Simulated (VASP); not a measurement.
# La2AlF (P-3m1) in VASP: further runs

The runs below take La2AlF through relaxation of cell and atoms, single point, with PBE.

All numbers are computed with VASP 6.6.1; they aren't measurements. Logs are shortened: lines on timing, memory, paths and dates and some standing lists are left out, and cuts for length are marked.

## (1) The cell of the first run

Symmetry: P-3m1, No. 164, trigonal system. Conventional cell: a = 4.008 Å, b = 4.008 Å, c = 6.122 Å, α = 90.00°, β = 90.00°, γ = 120.00°. La (site symmetry 3m) has 3 Al at 2.77 Å and 3 F at 2.78 Å within 3.6 Å. Al (site symmetry -3m) has 6 La at 2.77 Å and 2 F at 3.06 Å within 3.6 Å. F (site symmetry -3m) has 6 La at 2.78 Å and 2 Al at 3.06 Å within 3.7 Å.

The cell was built from a structure type or drawn by symmetry, and may not be a known phase.

## (2) Relaxation of cell and atoms, PBE

INCAR

```
PREC = Accurate ; ENCUT = 910
EDIFF = 1E-7 ; ISMEAR = 0
SIGMA = 0.1 ; LREAL = F
LASPH = T ; NELM = 200
ALGO = Normal ; ISIF = 3
LWAVE = F ; LCHARG = F
GGA = PE ; IBRION = 2
NSW = 90 ; EDIFFG = -0.04
GGA_COMPAT = F ; NELMIN = 4
LMAXMIX = 6
```

KPOINTS

```
Automatic mesh
0
Gamma
  6 6 4
```

POSCAR

```
La2AlF
1.0
    4.0077469700      0.0000000000      0.0000000000
   -2.0038734900      3.4708106900      0.0000000000
    0.0000000000      0.0000000000      6.1224030300
La Al F
2 1 1
Direct
    0.3333333300      0.6666666700      0.7516457300
    0.6666666700      0.3333333300      0.2483542700
    0.0000000000      0.0000000000      0.0000000000
    0.0000000000      0.0000000000      0.5000000000
```

Potentials or basis: VASP PAW PBE potentials, release 64 (La, Al, F_h).

On the command line:

```
> cat potpaw_PBE.64/La/POTCAR potpaw_PBE.64/Al/POTCAR potpaw_PBE.64/F_h/POTCAR > POTCAR
> mpirun -np 1 vasp_std > vasp.out
```

OUTCAR:

```text
PREC = Accurate
   ENCUT = 910
   EDIFF = 1E-7
   ISMEAR = 0
   LREAL = F
   LASPH = T
   NELM = 200
   ISIF = 3
   GGA = PE
   IBRION = 2
   NSW = 90
   EDIFFG = -0.04
   NELMIN = 4

 ion  position               nearest neighbor table
   1  0.333  0.667  0.752-   3 2.77   3 2.77   3 2.77
   2  0.667  0.333  0.248-   3 2.77   3 2.77   3 2.77
   3  0.000  0.000  0.000-   1 2.77   2 2.77   2 2.77   1 2.77   2 2.77   1 2.77
   4  0.000  0.000  0.500-

  LATTYP: Found a hexagonal cell.
 ALAT       =     4.0077469700
 C/A-ratio  =     1.5276421081

  Lattice vectors:

 A1 = (   4.0077469700,   0.0000000000,   0.0000000000)
 A2 = (  -2.0038734900,   3.4708106900,   0.0000000000)
 A3 = (   0.0000000000,   0.0000000000,   6.1224030300)

Analysis of symmetry for initial positions (statically):
=====================================================================
 Subroutine PRICEL returns:
 Original cell was already a primitive cell.

 Routine SETGRP: Setting up the symmetry group for a
 hexagonal supercell.

 Subroutine GETGRP returns: Found 12 space group operations
 (whereof 12 operations were pure point group operations)
 out of a pool of 24 trial point group operations.

The static configuration has the point symmetry D_3d.

Analysis of symmetry for dynamics (positions and initial velocities):
=====================================================================
 Subroutine PRICEL returns:
 Original cell was already a primitive cell.

 Routine SETGRP: Setting up the symmetry group for a
 hexagonal supercell.

 Subroutine GETGRP returns: Found 12 space group operations
 (whereof 12 operations were pure point group operations)
 out of a pool of 24 trial point group operations.

The dynamic configuration has the point symmetry D_3d.

 Subroutine INISYM returns: Found 12 space group operations
 (whereof 12 operations are pure point group operations),
 and found     1 'primitive' translations

----------------------------------------------------------------------------------------

                                     Primitive cell

  volume of cell :      85.1634

  direct lattice vectors                    reciprocal lattice vectors
     4.007746970  0.000000000  0.000000000     0.249516750  0.144058563  0.000000000
    -2.003873490  3.470810690  0.000000000     0.000000000  0.288117126  0.000000000
     0.000000000  0.000000000  6.122403030     0.000000000  0.000000000  0.163334559

  length of vectors
     4.007746970  4.007746974  6.122403030     0.288117126  0.288117126  0.163334559

  position of ions in fractional coordinates (direct lattice)
     0.333333330  0.666666670  0.751645730
     0.666666670  0.333333330  0.248354270
     0.000000000  0.000000000  0.000000000
     0.000000000  0.000000000  0.500000000

  ion indices of the primitive-cell ions
   primitive index   ion index
                 1           1
                 2           2
                 3           3
                 4           4

----------------------------------------------------------------------------------------

 KPOINTS: Automatic mesh

Automatic generation of k-mesh.
 Grid dimensions read from file:
 generate k-points for:    6    6    4

 Generating k-lattice:

  Cartesian coordinates                     Fractional coordinates (reciprocal lattice)
     0.041586125  0.024009761  0.000000000     0.166666667  0.000000000  0.000000000
     0.000000000  0.048019521  0.000000000     0.000000000  0.166666667  0.000000000
     0.000000000  0.000000000  0.040833640     0.000000000  0.000000000  0.250000000

  Length of vectors
     0.048019521  0.048019521  0.040833640

  Shift w.r.t. Gamma in fractional coordinates (k-lattice)
     0.000000000  0.000000000  0.000000000

 Subroutine IBZKPT returns following result:
 ===========================================

 Found     24 irreducible k-points:

 Following reciprocal coordinates:
            Coordinates               Weight
  0.000000  0.000000  0.000000      1.000000
  0.166667  0.000000  0.000000      6.000000
  0.333333  0.000000  0.000000      6.000000
  0.500000  0.000000  0.000000      3.000000
  0.166667  0.166667  0.000000      6.000000
  0.333333  0.166667  0.000000     12.000000
[... 16 lines left out ...]
  0.333333  0.166667  0.500000     12.000000
  0.333333  0.333333  0.500000      2.000000
   k-points           NKPTS =     24   k-points in BZ     NKDIM =     24   number of bands    NBANDS=     20
   number of dos      NEDOS =    301   number of ions     NIONS =      4
   total plane-waves  NPLWV =  96000
   dimension x,y,z NGX =    40 NGY =   40 NGZ =   60
   dimension x,y,z NGXF=    80 NGYF=   80 NGZF=  120
   ions per type =               2   1   1
   NGX,Y,Z   is equivalent  to a cutoff of  16.59, 16.59, 16.29 a.u.
   NGXF,Y,Z  is equivalent  to a cutoff of  33.18, 33.18, 32.58 a.u.
 SYSTEM =  unknown system
   PREC   = accura    normal or accurate (medium, high low for compatibility)
   ISTART =      0    job   : 0-new  1-cont  2-samecut
   ICHARG =      2    charge: 1-file 2-atom 10-const
   ISPIN  =      1    spin polarized calculation?
   LNONCOLLINEAR =      F non collinear calculations
   LSORBIT =      F    spin-orbit coupling
   LASPH  =      T    aspherical Exc in radial PAW
   ENCUT  =  910.0 eV  66.88 Ry    8.18 a.u.   9.86  9.86 15.06*2*pi/ulx,y,z
   NELM   =    200;   NELMIN=  4; NELMDL= -5     # of ELM steps
   EDIFF  = 0.1E-06   stopping-criterion for ELM
   LREAL  =      F    real-space projection
   EDIFFG = -.4E-01   stopping-criterion for IOM
   NSW    =     90    number of steps for IOM
   IBRION =      2    ionic relax: 0-MD 1-quasi-New 2-CG
   NFREE  =      1    steps in history (QN), initial steepest desc. (CG)
   ISIF   =      3    stress and relaxation
   ISYM   =      2    0-nonsym 1-usesym 2-fastsym
   POTIM  = 0.5000    time-step for ionic-motion
   TEBEG  =    0.0;   TEEND  =   0.0 temperature during run
   PSTRESS=    0.0 pullay stress
   NELECT =      32.0000    total number of electrons
   NUPDOWN=      -1.0000    fix difference up-down
   EMIN   =  10.00;   EMAX   =-10.00  energy-range for DOS
   EFERMI =   0.00;   METHOD = LEGACY
   ISMEAR =     0;   SIGMA  =   0.10  broadening in eV -4-tet -1-fermi 0-gaus
   EFERMI_NEDOS =   21; number of points for ismear=-14 and -15
   IALGO  =     38    algorithm
   IMIX   =      4    mixing-type and parameters
     AMIX     =   0.40;   BMIX     =  1.00
     AMIX_MAG =   1.60;   BMIX_MAG =  1.00
  volume/ion in A,a.u.               =      21.29       143.68
  Fermi-wavevector in a.u.,A,eV,Ry     =   1.181337  2.232403 18.987705  1.395557
  Thomas-Fermi vector in A             =   2.317612
   LORBIT       =      0    0 simple, 1 ext, 2 COOP (PROOUT), +10 PAW based schemes
   GGA     = PE    functional components
   LHFCALC =     F    Hartree Fock is set to
   AEXX    =    0.0000 exact exchange contribution
   IVDW    =     0    specifies the selected vdW correction
   LEPSILON=     F    determine dielectric tensor
   LRPA    =     F    only Hartree local field effects (RPA)
 conjugate gradient relaxation of ions
 non-spin polarized calculation
 Gauss-broadening in eV      SIGMA  =   0.10
  energy-cutoff  :      910.00
  volume of cell :       85.16
 maximum number of plane-waves:      5328
   NGX = 19   NGY = 19   NGZ = 31

--------------------------------------- Ionic step        1  -------------------------------------------

 number of electron      32.0000001 magnetization

 Free energy of the ion-electron system (eV)
  ---------------------------------------------------
  ext. energy  EPLUGINS =         0.00000000
  ---------------------------------------------------
  free energy    TOTEN  =       -18.27132923 eV

  energy without entropy =      -18.25334636  energy(sigma->0) =      -18.26233779

------------------------ aborting loop because EDIFF is reached ----------------------------------------

  FORCE on cell =-STRESS in cart. coord.  units (eV):
  Direction    XX          YY          ZZ          XY          YZ          ZX
  --------------------------------------------------------------------------------------
  -------------------------------------------------------------------------------------
  Total        8.9749729      8.9749729     10.5210707     -0.0000000      0.0000000      0.0000000
  in kB      168.8459276    168.8459278    197.9326250     -0.0000002      0.0000000      0.0000000
  external PRESSURE =     178.5414935 kB  Pullay stress =       0.0000000 kB
[... 95 lines left out ...]
  FREE ENERGIE OF THE ION-ELECTRON SYSTEM (eV)
  ---------------------------------------------------
  free  energy   TOTEN  =       -19.5165256664 eV

  energy  without entropy=      -19.4877836884  energy(sigma->0) =      -19.50215468

 E-fermi :   9.0130     XC(G=0): -10.2126

 val. band max:        9.0049733288   @ k =   0.3333   0.0000   0.2500
 cond. band min:       9.0431693423   @ k =   0.0000   0.0000   0.2500
 fundamental gap:      0.0381960135
 Fermi energy:         9.0129561137

 k-point     1 :       0.0000    0.0000    0.0000
  band No.  band energies     occupation
      1     -24.2544      2.00000
      2     -23.9106      2.00000
      3     -18.2762      2.00000
      4      -8.0456      2.00000
      5      -7.4649      2.00000
      6      -7.0062      2.00000
[... 12 lines left out ...]
     19      10.0325      0.00000
[... 513 lines left out ...]
      4      -8.4904      2.00000
      5      -8.4904      2.00000
      6      -8.1771      2.00000
[... 12 lines left out ...]
     19      10.6440      0.00000
     20      10.6440      0.00000

[... ionic steps 4 to 11 ...]

--------------------------------------- Ionic step       12  -------------------------------------------

 number of electron      32.0000005 magnetization

------------------------ aborting loop because EDIFF is reached ----------------------------------------

  FORCE on cell =-STRESS in cart. coord.  units (eV):
  Direction    XX          YY          ZZ          XY          YZ          ZX
  --------------------------------------------------------------------------------------
  -------------------------------------------------------------------------------------
  Total        0.1282515      0.1282515      0.3470939     -0.0000000     -0.0000000      0.0000000
  in kB        2.1488830      2.1488830      5.8156381     -0.0000000     -0.0000000      0.0000000
  external PRESSURE =       3.3711347 kB  Pullay stress =       0.0000000 kB
[... 61 lines left out ...]
  energy  without entropy=      -20.2398596233  energy(sigma->0) =      -20.24569316

--------------------------------------- Ionic step       14  -------------------------------------------

 number of electron      32.0000006 magnetization

 Free energy of the ion-electron system (eV)
  ---------------------------------------------------
  ext. energy  EPLUGINS =         0.00000000
  ---------------------------------------------------
  free energy    TOTEN  =       -20.25288191 eV

  energy without entropy =      -20.24085707  energy(sigma->0) =      -20.24686949

 E-fermi :   8.0994     XC(G=0):  -9.8982

 val. band max:        8.0922107892   @ k =   0.1667   0.0000   0.2500
 cond. band min:       8.1757975083   @ k =   0.1667   0.0000   0.5000
 fundamental gap:      0.0835867191
 Fermi energy:         8.0994469439

 k-point     1 :       0.0000    0.0000    0.0000
  band No.  band energies     occupation
      1     -24.9429      2.00000
      2     -24.8115      2.00000
      3     -17.8259      2.00000
      4      -8.9140      2.00000
      5      -8.4158      2.00000
      6      -8.1930      2.00000
[... 12 lines left out ...]
     19       9.1650      0.00000
[... 559 lines left out ...]
  FREE ENERGIE OF THE ION-ELECTRON SYSTEM (eV)
  ---------------------------------------------------
  free  energy   TOTEN  =       -20.2528819146 eV

  energy  without entropy=      -20.2408570667  energy(sigma->0) =      -20.24686949

 reached required accuracy - stopping structural energy minimisation
```

It took 18 min on 1 thread of Intel Xeon Platinum 8488C (Sapphire Rapids), shared host; peak memory 0.41 GiB.

Results:

```
Free energy                           : -20.2529 eV
Relaxed volume                        : 23.90 Å³/atom
Relaxed cell                          : a = 3.850 Å, b = 3.850 Å, c = 7.446 Å, α = 90.00°, β = 90.00°, γ = 120.00°
Space group after relaxing (to 0.1 Å) : P-3m1 (No. 164)
Energy gained by relaxing             : 495.4 meV/atom
Ionic steps                           : 14
Pressure after relaxing               : 0.0 GPa
Largest force after relaxing          : 0.029 eV/Å
Band gap on the k mesh                : zero (bands 16 and 17 overlap by 0.84 eV)
```

Forces in eV/Å, atoms in the order of the input:
```
La   0.000  0.000  0.029
La   0.000  0.000 -0.029
Al   0.000  0.000  0.000
F    0.000  0.000  0.000
```

The path:
```tsv
step	energy change (eV)	largest force (eV/Å)	pressure (GPa)	volume (Å³)
1	0.0000	2.9247	17.85	85.16
2	-0.9910	0.1481	-6.58	117.87
3	-1.2452	0.7425	-1.22	105.87
4	-1.4178	0.7264	-1.32	104.56
5	-1.8940	0.2791	-1.48	100.06
6	-1.1935	1.5458	4.82	88.99
7	-1.9668	0.1712	-0.81	97.85
8	-1.9670	0.2010	-0.99	97.66
9	-1.9681	0.1568	1.44	93.82
10	-1.9748	0.1800	0.19	95.66
11	-1.9748	0.1781	0.52	95.56
12	-1.9748	0.1790	0.34	95.62
13	-1.9802	0.0841	0.14	95.61
14	-1.9816	0.0290	-0.01	95.60
```

Final structure:
```
CELL_PARAMETERS angstrom
3.85047 0.00000 0.00000
-1.92523 3.33460 0.00000
0.00000 0.00000 7.44552
ATOMIC_POSITIONS crystal
La 0.33333 0.66667 0.70627
La 0.66667 0.33333 0.29373
Al 0.00000 0.00000 0.00000
F 0.00000 0.00000 0.50000
```

Caveat: the cutoff is under 1.25 times the usual one of these potentials, so pressure, stress and relaxed cells hold a basis-set (Pulay) error; a cell axis changed by over 15 % at a fixed basis, so the end point is rough; spin-orbit coupling is left out, which moves the levels of the heavy elements.

## (3) Single point, PBE

This run uses another cell than the first one, of 24.44 Å³/atom.

INCAR

```
PREC = Accurate ; ENCUT = 520
EDIFF = 1E-6 ; ISMEAR = 0
SIGMA = 0.1 ; LREAL = False
LASPH = True ; NELM = 80
ALGO = Normal ; ISIF = 2
LWAVE = False ; LCHARG = True
GGA = PE ; LELF = True
LVHAR = True ; NBANDS = 24
```

KPOINTS

```
regular mesh
0
Gamma
  12 12 6
```

POSCAR

```
La2AlF
1.0
    3.7329378332      0.0000000000      0.0000000000
   -1.8664689166      3.2328189943      0.0000000000
    0.0000000000      0.0000000000      8.1013514047
La Al F
2 1 1
Direct
    0.3333333333      0.6666666667      0.7188389896
    0.6666666667      0.3333333333      0.2811610104
    0.0000000000      0.0000000000      0.0000000000
    0.0000000000      0.0000000000      0.5000000000
```

Potentials or basis: VASP PAW PBE potentials, release 64 (La, Al, F).

On the command line:

```
> cat potpaw_PBE.64/La/POTCAR potpaw_PBE.64/Al/POTCAR potpaw_PBE.64/F/POTCAR > POTCAR
> mpirun -np 1 vasp_std > vasp.out
```

Wall time 5.7 min (1 thread of Intel Xeon 8259CL, shared host); peak memory 0.4 GiB.

It converged, with:

* Free energy: -20.4795 eV
* Pressure: -0.1 GPa
* Largest force: 0.007 eV/Å
* Band gap on the k mesh: zero (bands 16 and 17 overlap by 0.71 eV)

Forces on the atoms (eV/Å):
```
La   0.000  0.000  0.007
La   0.000  0.000 -0.007
Al   0.000  0.000  0.000
F    0.000  0.000  0.000
```

Levels at points of the mesh, in eV from the Fermi level:
```
           k point  band 14  band 15  band 16  band 17  band 18  band 19
(0.00, 0.00, 0.00)    -1.83    -1.06     0.61     0.63     1.21     1.21
(0.50, 0.00, 0.00)    -2.07    -1.45    -1.21     0.47     1.10     1.12
(0.00, 0.00, 0.50)    -2.43    -0.92     0.40     1.03     1.03     1.08
(0.50, 0.00, 0.50)    -2.31    -1.85    -0.60     0.58     1.11     1.25
```

Caveat: spin-orbit coupling is left out, which moves the levels of the heavy elements.

(Part 1 of 2 ends here.)
